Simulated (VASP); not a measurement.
Input of a VASP 6.6.1 run:

The input POSCAR:

```
CdP2C
1.0
    3.2714596920      0.0000000000      0.0000000000
    0.0000000000      3.2714596920      0.0000000000
    0.0000000000      0.0000000000      5.9115106705
Cd P C
1 2 1
Direct
    0.0000000000      0.0000000000      0.0000000000
    0.0000000000      0.5000000000      0.3265445503
    0.5000000000      0.0000000000      0.6734554497
    0.5000000000      0.5000000000      0.5000000000
```

Contents of INCAR.step1:

```
ALGO = Normal
EDIFF = 1E-4
ENCUT = 520
GGA = PE
ISMEAR = -1
LASPH = T
LCHARG = F
LREAL = F
LWAVE = T
NBANDS = 21
NELM = 60
PREC = Accurate
SIGMA = 0.02
```

INCAR.step2

```
ALGO = Normal
EDIFF = 1E-6
ENCUT = 520
ISIF = 2
ISMEAR = -1
ISTART = 1
LASPH = T
LCHARG = F
LMIXTAU = T
LREAL = F
LWAVE = F
METAGGA = R2SCAN
NBANDS = 21
NELM = 60
PREC = Accurate
SIGMA = 0.02
```

The input KPOINTS:

```
k-points
0
Gamma
  6 6 4
```

Potentials or basis: VASP PAW PBE potentials, release 64 (Cd, P, C).

Launch:

```bash
$ cat potpaw_PBE.64/Cd/POTCAR potpaw_PBE.64/P/POTCAR potpaw_PBE.64/C/POTCAR > POTCAR
$ cp INCAR.step1 INCAR
$ mpirun -np 1 vasp_std > vasp.out
$ cp INCAR.step2 INCAR
$ mpirun -np 1 vasp_std > vasp.out
```

Problem. Predict the pressure.

Solution. 3.4 GPa.

Problem. Predict the band gap on the k mesh.

Solution. Zero (band 13 reaches 6.89 eV, above the bottom of band 14 at 6.67 eV).

Problem. What does it give for the largest force?

Solution. 0.216 eV/Å.

Forces on the atoms (eV/Å):
```
Cd   0.000  0.000  0.000
P    0.000  0.000  0.216
P    0.000  0.000 -0.216
C    0.000  0.000  0.000
```

Caveat: the PAW data sets were made with another functional, which shifts forces and pressure a little.
